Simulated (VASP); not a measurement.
Crystal: PbSe.

```
Pb Se
1.0
    -0.08633    3.08870    3.08870
     3.08870   -0.08633    3.08870
     3.00237    3.00237    0.00000
Pb Se
1 1
Direct
  0.00000 0.00000 0.00000
  0.50000 0.50000 0.50000
```

This cell differs from its parent crystal: shear xy strain -5.6%.

Base run:

* Program: VASP 6.6.1
* Functional: PBE
* Potentials or basis: VASP PAW PBE potentials, release 64 (Pb_d, Se)
* Cutoff: 520 eV
* k mesh: 8 × 8 × 8
* Occupations: fermi-dirac, width 0.02 eV
* Spin: no spin polarisation

Its results: band gap on the k mesh 0.12 eV (least direct gap 0.34 eV); pressure 0.9 GPa.

The run is repeated on the same cell with these changes: functional from PBE to r2SCAN; further incar settings from ALGO = Normal; EDIFF = 1e-06; NBANDS = 17 to ALGO = Normal; EDIFF = 1e-07; NBANDS = 17. What comes out?

Band gap on the k mesh 0.38 eV (least direct gap 0.62 eV); pressure 0.0 GPa.

Caveats: spin-orbit coupling is left out, which moves the levels of the heavy elements; the PAW data sets were made with another functional, which shifts forces and pressure a little (at least some runs).

A k mesh can miss the band edges.
